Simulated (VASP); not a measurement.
Runs of VASP 6.6.1 on SiC. The structure is that of space group F-43m (No. 216), or close to it. The cells are those of the table. 

| task | level | cell | k mesh | cutoff (eV) | gap on the mesh (eV) | pressure (GPa) | relaxed volume (Å³/atom) |
| --- | --- | --- | --- | --- | --- | --- | --- |
| relaxation of cell and atoms | r2SCAN+rVV10 | relaxed from a = 3.081 Å, angles 60.0°, 2 atoms | 10 × 10 × 10 | 600 | 1.69 | 0.0 | (a) |
| relaxation of cell and atoms | PBEsol | relaxed from a = 2.958 Å, angles 60.0°, 2 atoms | 8 × 8 × 8 | 600 | 1.23 | -0.1 | 10.36 |
| single point | r2SCAN+rVV10 | a = 3.077 Å, angles 60.0°, 2 atoms | 10 × 10 × 10 | 520 | 1.69 | -0.1 | - |
| single point | PBEsol | a = 3.081 Å, angles 60.0°, 2 atoms | 8 × 8 × 8 | 520 | 1.23 | 0.4 | - |

Alike in all rows: potentials or basis VASP PAW PBE potentials, release 64 (Si, C); no spin polarisation; smearing fermi-dirac 0.03 eV.

**Question.** Fill in the values left out.

**Answer.** (a) 10.29.

Caveats: the PAW data sets were made with another functional, which shifts forces and pressure a little.

A k mesh can miss the band edges.
